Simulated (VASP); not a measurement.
A run of VASP 6.6.1:

INCAR

```
  ALGO = Normal
  EDIFF = 1E-6
  ENCUT = 520
  GGA = PS
  ISIF = 2
  ISMEAR = 0
  LASPH = True
  LCHARG = True
  LELF = True
  LREAL = False
  LVHAR = True
  LWAVE = False
  NBANDS = 20
  NELM = 80
  PREC = Accurate
  SIGMA = 0.05
```

The input KPOINTS:

```
k-points
0
Gamma
  12 12 12
```

The input POSCAR:

```
WS2
1.0
    1.5265893002      0.8813767434      6.5615786845
   -1.5265893002      0.8813767434      6.5615786845
    0.0000000000     -1.7627534868      6.5615786845
W S
1 2
Direct
    0.9993284863      0.9993284863      0.9993284863
    0.7479630314      0.7479630314      0.7479630314
    0.5840084823      0.5840084823      0.5840084823
```

Potentials or basis: VASP PAW PBE potentials, release 64 (W_sv, S).

Launch:

```console
$ cat potpaw_PBE.64/W_sv/POTCAR potpaw_PBE.64/S/POTCAR > POTCAR
$ mpirun -np 1 vasp_std > vasp.out
```

Hardware: 1 thread of AMD EPYC 9R45 96-Core Processor (Zen 5), with other jobs on the host.

Question: How long does it take, and how much memory?

Answer: Wall time 8.6 min on 1 thread of AMD EPYC 9R45 96-Core Processor (Zen 5), on a shared host, peak memory 0.48 GiB. Counts: scf iterations 14, k points 189.
